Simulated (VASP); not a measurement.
# BN in VASP: single point with PBEsol

Aim: the single point of BN with PBEsol.

Program: VASP 6.6.1. These are calculated values, not measurements. Logs are shortened: lines on timing, memory, paths and dates and some standing lists are left out, and cuts for length are marked.

## (1) The cell of the first run

The cell holds a slab with vacuum, 16 atoms: a = 2.550 Å, b = 3.606 Å, c = 21.924 Å, α = 90.00°, β = 90.00°, γ = 90.00°.

## (2) Single point, PBEsol

INCAR reads:

```
SYSTEM = BN
  ALGO = Normal
  EDIFF = 1E-7
  ENCUT = 520
  GGA = PS
  ISIF = 2
  ISMEAR = -1
  LASPH = .TRUE.
  LCHARG = .FALSE.
  LREAL = Auto
  LWAVE = .FALSE.
  NBANDS = 46
  NELM = 80
  PREC = Accurate
  SIGMA = 0.05
```

KPOINTS reads:

```
k-points
0
G
  6 4 1
  0 0 0
```

POSCAR reads:

```
BN
1.0
    1.8028980000     -1.8028980000      0.0000000000
    0.0000000000      0.0000000000      3.6057950000
  -15.5025300000    -15.5025300000      0.0000000000
B N
8 8
Direct
    0.9965460000      0.0068520000      0.5293580000
    0.9965500000      0.9551130000      0.3065790000
    0.9966130000      0.0039180000      0.6479430000
    0.9965540000      0.0047280000      0.4134490000
    0.4965270000      0.4548450000      0.6936920000
    0.4965430000      0.5068750000      0.4709060000
    0.4965190000      0.5046050000      0.5868170000
    0.4965410000      0.5041380000      0.3523300000
    0.9965820000      0.2705580000      0.7035220000
    0.9965590000      0.2569790000      0.4709390000
    0.9965430000      0.2553930000      0.5872870000
    0.9965510000      0.2613250000      0.3534060000
    0.4965590000      0.7610870000      0.6468700000
    0.4965460000      0.7555320000      0.4129990000
    0.4965270000      0.7569640000      0.5293440000
    0.4965540000      0.7708050000      0.2967590000
```

Potentials or basis: VASP PAW PBE potentials, release 64 (B, N).

Started as:

```sh
> cat potpaw_PBE.64/B/POTCAR potpaw_PBE.64/N/POTCAR > POTCAR
> mpirun -np 1 vasp_std > vasp.out
```

OUTCAR:

```text
SYSTEM = BN
   EDIFF = 1E-7
   ENCUT = 520
   GGA = PS
   ISIF = 2
   ISMEAR = -1
   LASPH = .TRUE.
   LREAL = Auto
   NELM = 80
   PREC = Accurate

 ion  position               nearest neighbor table
   1  0.997  0.007  0.529-  11 1.55  15 1.56  15 1.56  10 1.57
   2  0.997  0.955  0.307-  16 1.45  16 1.45  12 1.51
   3  0.997  0.004  0.648-  13 1.55  13 1.55   9 1.55  11 1.61
   4  0.997  0.005  0.413-  10 1.55  14 1.56  14 1.56  12 1.61
   5  0.497  0.455  0.694-   9 1.45   9 1.45  13 1.51
   6  0.497  0.507  0.471-  14 1.55  10 1.56  10 1.56  15 1.57
   7  0.497  0.505  0.587-  15 1.55  11 1.56  11 1.56  13 1.61
   8  0.497  0.504  0.352-  12 1.55  12 1.55  16 1.55  14 1.61
   9  0.997  0.271  0.704-   5 1.45   5 1.45   3 1.55
  10  0.997  0.257  0.471-   4 1.55   6 1.56   6 1.56   1 1.57
  11  0.997  0.255  0.587-   1 1.55   7 1.56   7 1.56   3 1.61
  12  0.997  0.261  0.353-   2 1.51   8 1.55   8 1.55   4 1.61
  13  0.497  0.761  0.647-   5 1.51   3 1.55   3 1.55   7 1.61
  14  0.497  0.756  0.413-   6 1.55   4 1.56   4 1.56   8 1.61
  15  0.497  0.757  0.529-   7 1.55   1 1.56   1 1.56   6 1.57
  16  0.497  0.771  0.297-   2 1.45   2 1.45   8 1.55

  LATTYP: Found a simple orthorhombic cell.
 ALAT       =     2.5496828032
 B/A-ratio  =     1.4142131702
 C/A-ratio  =     8.5986728035

  Lattice vectors:

 A1 = (   1.8028980000,  -1.8028980000,   0.0000000000)
 A2 = (   0.0000000000,   0.0000000000,   3.6057950000)
 A3 = ( -15.5025300000, -15.5025300000,   0.0000000000)

Analysis of symmetry for initial positions (statically):
=====================================================================
 Subroutine PRICEL returns:
 Original cell was already a primitive cell.

 Routine SETGRP: Setting up the symmetry group for a
 simple orthorhombic supercell.

 Subroutine GETGRP returns: Found  1 space group operations
 (whereof  1 operations were pure point group operations)
 out of a pool of  8 trial point group operations.

The static configuration has the point symmetry C_1 .

Analysis of symmetry for dynamics (positions and initial velocities):
=====================================================================
 Subroutine PRICEL returns:
 Original cell was already a primitive cell.

 Routine SETGRP: Setting up the symmetry group for a
 simple orthorhombic supercell.

 Subroutine GETGRP returns: Found  1 space group operations
 (whereof  1 operations were pure point group operations)
 out of a pool of  8 trial point group operations.

The dynamic configuration has the point symmetry C_1 .

 Subroutine INISYM returns: Found  1 space group operations
 (whereof  1 operations are pure point group operations),
 and found     1 'primitive' translations

----------------------------------------------------------------------------------------

                                     Primitive cell

  volume of cell :     201.5602

  direct lattice vectors                    reciprocal lattice vectors
     1.802898000 -1.802898000  0.000000000     0.277331274 -0.277331274  0.000000000
     0.000000000  0.000000000  3.605795000     0.000000000  0.000000000  0.277331351
   -15.502530000-15.502530000  0.000000000    -0.032252800 -0.032252800  0.000000000

  length of vectors
     2.549682803  3.605795000 21.923888177     0.392205650  0.277331351  0.045612347

  position of ions in fractional coordinates (direct lattice)
     0.996546000  0.006852000  0.529358000
     0.996550000  0.955113000  0.306579000
     0.996613000  0.003918000  0.647943000
     0.996554000  0.004728000  0.413449000
     0.496527000  0.454845000  0.693692000
     0.496543000  0.506875000  0.470906000
[... 8 lines left out ...]
     0.496527000  0.756964000  0.529344000
     0.496554000  0.770805000  0.296759000

  ion indices of the primitive-cell ions
   primitive index   ion index
                 1           1
                 2           2
                 3           3
                 4           4
                 5           5
                 6           6
[... 8 lines left out ...]
                15          15
                16          16

----------------------------------------------------------------------------------------

 KPOINTS: k-points

Automatic generation of k-mesh.
 Grid dimensions read from file:
 generate k-points for:    6    4    1

 Generating k-lattice:

  Cartesian coordinates                     Fractional coordinates (reciprocal lattice)
     0.046221879 -0.046221879  0.000000000     0.166666667  0.000000000  0.000000000
     0.000000000  0.000000000  0.069332838     0.000000000  0.250000000  0.000000000
    -0.032252800 -0.032252800  0.000000000     0.000000000  0.000000000  1.000000000

  Length of vectors
     0.065367608  0.069332838  0.045612347

  Shift w.r.t. Gamma in fractional coordinates (k-lattice)
     0.000000000  0.000000000  0.000000000

 Subroutine IBZKPT returns following result:
 ===========================================

 Found     14 irreducible k-points:

 Following reciprocal coordinates:
            Coordinates               Weight
  0.000000  0.000000  0.000000      1.000000
  0.166667  0.000000  0.000000      2.000000
  0.333333  0.000000  0.000000      2.000000
  0.500000  0.000000  0.000000      1.000000
  0.000000  0.250000  0.000000      2.000000
  0.166667  0.250000  0.000000      2.000000
  0.166667 -0.250000  0.000000      2.000000
  0.333333  0.250000  0.000000      2.000000
  0.333333 -0.250000  0.000000      2.000000
  0.500000  0.250000  0.000000      2.000000
  0.000000  0.500000  0.000000      1.000000
  0.166667  0.500000  0.000000      2.000000
  0.333333  0.500000  0.000000      2.000000
  0.500000  0.500000  0.000000      1.000000
   k-points           NKPTS =     14   k-points in BZ     NKDIM =     14   number of bands    NBANDS=     46
   number of dos      NEDOS =    301   number of ions     NIONS =     16
   total plane-waves  NPLWV =  94080
   dimension x,y,z NGX =    20 NGY =   28 NGZ =  168
   dimension x,y,z NGXF=    40 NGYF=   56 NGZF=  336
   ions per type =               8   8
   NGX,Y,Z   is equivalent  to a cutoff of  13.04, 12.91, 12.74 a.u.
   NGXF,Y,Z  is equivalent  to a cutoff of  26.08, 25.82, 25.48 a.u.
 SYSTEM =  BN
   PREC   = accura    normal or accurate (medium, high low for compatibility)
   ISTART =      0    job   : 0-new  1-cont  2-samecut
   ICHARG =      2    charge: 1-file 2-atom 10-const
   ISPIN  =      1    spin polarized calculation?
   LNONCOLLINEAR =      F non collinear calculations
   LSORBIT =      F    spin-orbit coupling
   LASPH  =      T    aspherical Exc in radial PAW
   ENCUT  =  520.0 eV  38.22 Ry    6.18 a.u.   4.74  6.70 40.76*2*pi/ulx,y,z
   NELM   =     80;   NELMIN=  2; NELMDL= -5     # of ELM steps
   EDIFF  = 0.1E-06   stopping-criterion for ELM
   LREAL  =      T    real-space projection
   EDIFFG = 0.1E-05   stopping-criterion for IOM
   NSW    =      0    number of steps for IOM
   IBRION =     -1    ionic relax: 0-MD 1-quasi-New 2-CG
   NFREE  =      0    steps in history (QN), initial steepest desc. (CG)
   ISIF   =      2    stress and relaxation
   ISYM   =      2    0-nonsym 1-usesym 2-fastsym
   POTIM  = 0.5000    time-step for ionic-motion
   TEBEG  =    0.0;   TEEND  =   0.0 temperature during run
   PSTRESS=    0.0 pullay stress
   NELECT =      64.0000    total number of electrons
   NUPDOWN=      -1.0000    fix difference up-down
   EMIN   =  10.00;   EMAX   =-10.00  energy-range for DOS
   EFERMI =   0.00;   METHOD = LEGACY
   ISMEAR =    -1;   SIGMA  =   0.05  broadening in eV -4-tet -1-fermi 0-gaus
   EFERMI_NEDOS =   21; number of points for ismear=-14 and -15
   IALGO  =     38    algorithm
   IMIX   =      4    mixing-type and parameters
     AMIX     =   0.40;   BMIX     =  1.00
     AMIX_MAG =   1.60;   BMIX_MAG =  1.00
  volume/ion in A,a.u.               =      12.60        85.01
  Fermi-wavevector in a.u.,A,eV,Ry     =   1.116863  2.110565 16.971675  1.247383
  Thomas-Fermi vector in A             =   2.253481
   LORBIT       =      0    0 simple, 1 ext, 2 COOP (PROOUT), +10 PAW based schemes
   GGA     = PS    functional components
   LHFCALC =     F    Hartree Fock is set to
   AEXX    =    0.0000 exact exchange contribution
   IVDW    =     0    specifies the selected vdW correction
   LEPSILON=     F    determine dielectric tensor
   LRPA    =     F    only Hartree local field effects (RPA)
 non-spin polarized calculation
  energy-cutoff  :      520.00
  volume of cell :      201.56
 maximum number of plane-waves:      5461
 NGX is ok and might be reduce to    20
   NGX =  9   NGY = 13   NGZ = 81

 number of electron      64.0000006 magnetization

 Free energy of the ion-electron system (eV)
  ---------------------------------------------------
  ext. energy  EPLUGINS =         0.00000000
  ---------------------------------------------------
  free energy    TOTEN  =      -143.13354968 eV

  energy without entropy =     -143.13354968  energy(sigma->0) =     -143.13354968

 E-fermi :   1.1407     XC(G=0):  -6.8032

 val. band max:       -0.0158765159   @ k =   0.0000   0.0000   0.0000
 cond. band min:       2.3685982872   @ k =   0.5000   0.0000   0.0000
 fundamental gap:      2.3844748031
 Fermi energy:         1.1406705393

 k-point     1 :       0.0000    0.0000    0.0000
  band No.  band energies     occupation
      1     -20.4830      2.00000
      2     -19.8257      2.00000
      3     -18.7962      2.00000
      4     -17.3178      2.00000
      5     -15.7582      2.00000
      6     -14.9855      2.00000
[... 36 lines left out ...]
     43       8.7524      0.00000
     44       9.2475      0.00000

 k-point     2 :       0.1667    0.0000    0.0000
  band No.  band energies     occupation
      1     -20.0327      2.00000
      2     -19.3877      2.00000
      3     -18.3810      2.00000
      4     -16.9408      2.00000
      5     -15.4557      2.00000
      6     -14.8362      2.00000
[... 556 lines left out ...]
 k-point    14 :       0.5000    0.5000    0.0000
  band No.  band energies     occupation
      1     -16.2423      2.00000
      2     -16.2414      2.00000
      3     -15.7847      2.00000
      4     -15.7847      2.00000
      5     -15.2038      2.00000
      6     -15.2027      2.00000
[... 36 lines left out ...]
     43      10.9078      0.00000
     44      10.9107      0.00000
 [bands above 44 left out]

------------------------ aborting loop because EDIFF is reached ----------------------------------------

  FORCE on cell =-STRESS in cart. coord.  units (eV):
  Direction    XX          YY          ZZ          XY          YZ          ZX
  --------------------------------------------------------------------------------------
  -------------------------------------------------------------------------------------
  Total       -0.7971761     -0.8008071      2.5807465      1.0778296     -0.0159548     -0.0131273
  in kB       -6.3366556     -6.3655179     20.5140382      8.5675355     -0.1268230     -0.1043471
  external PRESSURE =       2.6039549 kB  Pullay stress =       0.0000000 kB

 VOLUME and BASIS-vectors are now :
 -----------------------------------------------------------------------------
  energy-cutoff  :      520.00
  volume of cell :      201.56
      direct lattice vectors                 reciprocal lattice vectors
     1.802898000 -1.802898000  0.000000000     0.277331274 -0.277331274  0.000000000
     0.000000000  0.000000000  3.605795000     0.000000000  0.000000000  0.277331351
   -15.502530000-15.502530000  0.000000000    -0.032252800 -0.032252800  0.000000000

 POSITION                                       TOTAL-FORCE (eV/Angst)
 -----------------------------------------------------------------------------------
     -6.40972    -10.00306      0.02471        -0.006823     -0.005183     -0.006209
     -2.95607     -6.54943      3.44394         0.030925      0.029040      0.002946
     -8.24796    -11.84155      0.01413        -0.010021     -0.004182     -0.008095
     -4.61282     -8.20619      0.01705         0.002014      0.002330      0.003150
     -9.85879    -11.64917      1.64008        -0.028164     -0.035882      0.005160
     -6.40502     -8.19545      1.82769        -0.003464     -0.003717     -0.004868
[... 8 lines left out ...]
     -7.31098     -9.10136      2.72946         0.009904      0.008476     -0.010076
     -3.70528     -5.49575      2.77936         0.010091      0.010781      0.000098
 -----------------------------------------------------------------------------------
    total drift:                                0.003985     -0.003684     -0.002309

  FREE ENERGIE OF THE ION-ELECTRON SYSTEM (eV)
  ---------------------------------------------------
  free  energy   TOTEN  =      -143.1335496841 eV

  energy  without entropy=     -143.1335496840  energy(sigma->0) =     -143.13354968
```

Run time: 4.3 min. Hardware: 1 thread of Intel Xeon Platinum 8488C (Sapphire Rapids), shared host; peak memory 0.31 GiB.

Results:

| Item | Value |
| --- | --- |
| Free energy | -143.1335 eV |
| Largest force | 0.046 eV/Å |
| Band gap on the k mesh | 2.38 eV, indirect (least direct gap 2.94 eV) |

Forces in eV/Å, atoms in the order of the input:
```
B   -0.007 -0.005 -0.006
B    0.031  0.029  0.003
B   -0.010 -0.004 -0.008
B    0.002  0.002  0.003
B   -0.028 -0.036  0.005
B   -0.003 -0.004 -0.005
B   -0.008 -0.011  0.002
B    0.005  0.004 -0.009
N   -0.012 -0.006  0.000
N   -0.001  0.000 -0.006
N    0.007  0.007  0.008
N   -0.010 -0.010  0.007
N    0.013  0.010  0.010
N    0.002  0.002  0.005
N    0.010  0.008 -0.010
N    0.010  0.011  0.000
```

Levels at points of the mesh, in eV from the valence-band top:
```
           k point  band 28  band 29  band 30  band 31  band 32  band 33  band 34  band 35  band 36  band 37
(0.00, 0.00, 0.00)    -1.45    -0.89    -0.50    -0.24     0.00     4.36     5.07     5.62     5.83     6.73
(0.50, 0.00, 0.00)    -3.90    -3.17    -3.17    -0.56    -0.56     2.38     2.39     4.90     4.90     6.87
(0.00, 0.50, 0.00)    -2.48    -2.36    -2.36    -0.43    -0.42     4.74     4.75     7.10     7.10     8.21
(0.50, 0.50, 0.00)    -3.17    -2.59    -2.58    -0.15    -0.14     4.03     4.04     8.71     8.72     9.32
```

Caveat: the k points lie up to 0.44 Å⁻¹ apart; the PAW data sets were made with another functional, which shifts forces and pressure a little.
